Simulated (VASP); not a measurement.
# SnSe (rocksalt type) (Fm-3m) in VASP: notebook, part 2 of 2

VASP 6.6.1.

## (3) Single point, PBE (24.50 Å³/atom)

This run uses another cell than the first one, of 24.50 Å³/atom.

File INCAR:

```
PREC = Accurate ; ENCUT = 520
EDIFF = 1E-7 ; ISMEAR = -1
SIGMA = 0.1 ; LREAL = False
LASPH = True ; NELM = 100
ALGO = Normal ; ISIF = 2
LWAVE = False ; LCHARG = False
GGA = PE ; NBANDS = 17
```

File KPOINTS:

```
Automatic mesh
0
Gamma
  14 14 14
```

File POSCAR:

```
SnSe
1.0
    0.0000000000      2.9045087710      2.9045087710
    2.9045087710      0.0000000000      2.9045087710
    2.9045087710      2.9045087710      0.0000000000
Sn Se
1 1
Direct
    0.0000000000      0.0000000000      0.0000000000
    0.5000000000      0.5000000000      0.5000000000
```

Potentials or basis: VASP PAW PBE potentials, release 64 (Sn_d, Se).

On the command line:

```sh
cat potpaw_PBE.64/Sn_d/POTCAR potpaw_PBE.64/Se/POTCAR > POTCAR
mpirun -np 1 vasp_std > vasp.out
```

Run time: 38 s. Hardware: 1 thread of AMD EPYC 9R45 (Zen 5), shared host; peak memory 0.21 GiB.

The run converged. Its results:

- Free energy: -8.0631 eV
- Pressure: 8.1 GPa
- Band gap on the k mesh: 0.09 eV

Levels at points of the mesh, in eV from the valence-band top:
```tsv
k point	band 6	band 7	band 8	band 9	band 10	band 11	band 12	band 13	band 14	band 15
(0.00, 0.00, 0.00)	-14.84	-4.88	-2.70	-2.70	-2.70	4.53	4.53	4.53	5.53	5.53
(0.50, 0.00, 0.00)	-13.66	-8.84	-2.43	-2.43	-0.28	0.82	0.97	0.97	8.35	10.14
(0.50, 0.50, 0.00)	-13.26	-6.44	-6.23	-4.36	-4.36	2.45	5.78	5.78	6.49	10.60
```

Caveat: the cell stands under pressure; semilocal functionals underestimate gaps, and a narrow one can read as zero; spin-orbit coupling is left out, which moves the levels of the heavy elements.

## (4) Single point, PBE (24.50 Å³/atom)

This run uses another cell than the first one, of 24.50 Å³/atom.

File INCAR:

```
SYSTEM = SnSe
PREC     = Accurate       ! precision mode
ENCUT    = 520            ! plane-wave cutoff, eV
EDIFF    = 1E-6           ! SCF threshold, eV
ISMEAR   = -1             ! smearing method
SIGMA    = 0.1            ! smearing width, eV
LREAL    = .FALSE.        ! projectors in reciprocal space
LASPH    = .TRUE.         ! aspherical terms in the spheres
NELM     = 80             ! most SCF steps
ALGO     = Normal         ! electronic algorithm
ISIF     = 2              ! what is computed and relaxed
LWAVE    = .FALSE.        ! write WAVECAR
LCHARG   = .TRUE.         ! write CHGCAR
GGA      = PE             ! functional
LELF     = .TRUE.         ! ELF
LVHAR    = .TRUE.       
NBANDS   = 17             ! bands
```

File KPOINTS:

```
Automatic mesh
0
G
  14 14 14
  0 0 0
```

POSCAR is that of step 3.

On the command line:

```sh
cat potpaw_PBE.64/Sn_d/POTCAR potpaw_PBE.64/Se/POTCAR > POTCAR
mpirun -np 1 vasp_std > vasp.out
```

It took 37 s on 1 thread of AMD EPYC 9R45 (Zen 5), shared host; peak memory 0.21 GiB.

The run converged. Its results:

| Quantity | Value |
| --- | --- |
| Free energy | -8.0631 eV |
| Pressure | 8.1 GPa |
| Band gap on the k mesh | 0.09 eV |

Levels at points of the mesh, in eV from the valence-band top:
| k point | band 8 | band 9 | band 10 | band 11 | band 12 | band 13 |
| --- | --- | --- | --- | --- | --- | --- |
| (0.00, 0.00, 0.00) | -2.70 | -2.70 | -2.70 | 4.53 | 4.53 | 4.53 |
| (0.50, 0.00, 0.00) | -2.43 | -2.43 | -0.28 | 0.82 | 0.97 | 0.97 |
| (0.50, 0.50, 0.00) | -6.23 | -4.36 | -4.36 | 2.45 | 5.78 | 5.78 |

Caveat: the cell stands under pressure; semilocal functionals underestimate gaps, and a narrow one can read as zero; spin-orbit coupling is left out, which moves the levels of the heavy elements.

## (5) Single point, PBE (26.17 Å³/atom)

This run uses another cell than the first one, of 26.17 Å³/atom.

File INCAR:

```
PREC = Accurate
ENCUT = 520
EDIFF = 1E-7
ISMEAR = -1
SIGMA = 0.1
LREAL = F
LASPH = T
NELM = 100
ALGO = Normal
ISIF = 2
LWAVE = F
LCHARG = F
GGA = PE
NBANDS = 17
```

File KPOINTS:

```
Automatic mesh
0
Gamma
  14 14 14
```

File POSCAR:

```
SnSe
1.0
    0.0000000000      2.9690744389      2.9690744389
    2.9690744389      0.0000000000      2.9690744389
    2.9690744389      2.9690744389      0.0000000000
Sn Se
1 1
Direct
    0.0000000000      0.0000000000      0.0000000000
    0.5000000000      0.5000000000      0.5000000000
```

Potentials or basis: VASP PAW PBE potentials, release 64 (Sn_d, Se).

On the command line:

```sh
cat potpaw_PBE.64/Sn_d/POTCAR potpaw_PBE.64/Se/POTCAR > POTCAR
mpirun -np 1 vasp_std > vasp.out
```

OUTCAR:

```text
PREC = Accurate
   ENCUT = 520
   EDIFF = 1E-7
   ISMEAR = -1
   LREAL = F
   LASPH = T
   NELM = 100
   ISIF = 2
   GGA = PE

 ion  position               nearest neighbor table
   1  0.000  0.000  0.000-   2 2.97   2 2.97   2 2.97   2 2.97   2 2.97   2 2.97
   2  0.500  0.500  0.500-   1 2.97   1 2.97   1 2.97   1 2.97   1 2.97   1 2.97

  LATTYP: Found a face centered cubic cell.
 ALAT       =     5.9381488778

  Lattice vectors:

 A1 = (   0.0000000000,   2.9690744389,   2.9690744389)
[... 189 lines left out ...]
      5     -15.5443      2.00000
      6      -8.0967      2.00000
[... 457 lines left out ...]
      4     -15.5369      2.00000
      5     -15.5345      2.00000
      6      -7.5733      2.00000
[... 9 lines left out ...]
     16      14.4387      0.00000
     17      16.2246      0.00000

 [... further k-points ...]
[... 5 lines left out ...]
  --------------------------------------------------------------------------------------
  -------------------------------------------------------------------------------------
  Total        1.1164804      1.1164804      1.1164804     -0.0000000     -0.0000000      0.0000000
  in kB       34.1718447     34.1718447     34.1718447     -0.0000000     -0.0000000      0.0000000
  external PRESSURE =      34.1718447 kB  Pullay stress =       0.0000000 kB

 VOLUME and BASIS-vectors are now :
 -----------------------------------------------------------------------------
  energy-cutoff  :      520.00
  volume of cell :       52.35
      direct lattice vectors                 reciprocal lattice vectors
     0.000000000  2.969074439  2.969074439    -0.168402649  0.168402649  0.168402649
     2.969074439  0.000000000  2.969074439     0.168402649 -0.168402649  0.168402649
     2.969074439  2.969074439  0.000000000     0.168402649  0.168402649 -0.168402649

 POSITION                                       TOTAL-FORCE (eV/Angst)
 -----------------------------------------------------------------------------------
      0.00000      0.00000      0.00000        -0.000000     -0.000000      0.000000
      2.96907      2.96907      2.96907         0.000000      0.000000     -0.000000
 -----------------------------------------------------------------------------------
    total drift:                                0.000000     -0.000000     -0.000000

  FREE ENERGIE OF THE ION-ELECTRON SYSTEM (eV)
  ---------------------------------------------------
  free  energy   TOTEN  =        -8.1813682253 eV

  energy  without entropy=       -8.1760930276  energy(sigma->0) =       -8.17873063
```

stdout:

```text
POSCAR found type information on POSCAR SnSe
 POSCAR found :  2 types and       2 ions
 scaLAPACK will be used
 LDA part: xc-table for (Slater+PW92), standard interpolation
 POSCAR, INCAR and KPOINTS ok, starting setup
 FFT: planning ... GRIDC
 FFT: planning ... GRID_SOFT
 FFT: planning ... GRID
 WAVECAR not read
 entering main loop
```

Wall time 47 s (1 thread of AMD EPYC 9R45 (Zen 5), shared host); peak memory 0.21 GiB.

What came out:

```
Free energy            : -8.1814 eV
Pressure               : 3.4 GPa
Band gap on the k mesh : 0.19 eV
```

Caveat: the cell stands under pressure; semilocal functionals underestimate gaps, and a narrow one can read as zero; spin-orbit coupling is left out, which moves the levels of the heavy elements. A k mesh can miss the band edges.

## (6) The runs side by side

| cell | gap on the mesh (eV) | pressure (GPa) |
| --- | --- | --- |
| a = 3.842 Å, angles 60.0°, 2 atoms | none | 31.9 |
| a = 4.108 Å, angles 60.0°, 2 atoms | 0.09 | 8.1 |
| a = 4.199 Å, angles 60.0°, 2 atoms | 0.19 | 3.4 |

Alike in all rows: task single point; level PBE; potentials or basis VASP PAW PBE potentials, release 64 (Sn_d, Se); no spin polarisation; k mesh 14 × 14 × 14; cutoff (eV) 520; smearing fermi-dirac 0.1 eV.

Caveats: the cell stands under pressure; semilocal functionals underestimate gaps, and a narrow one can read as zero; spin-orbit coupling is left out, which moves the levels of the heavy elements.

Total energies depend on the potentials used, so only differences within one code and one set of settings carry meaning.
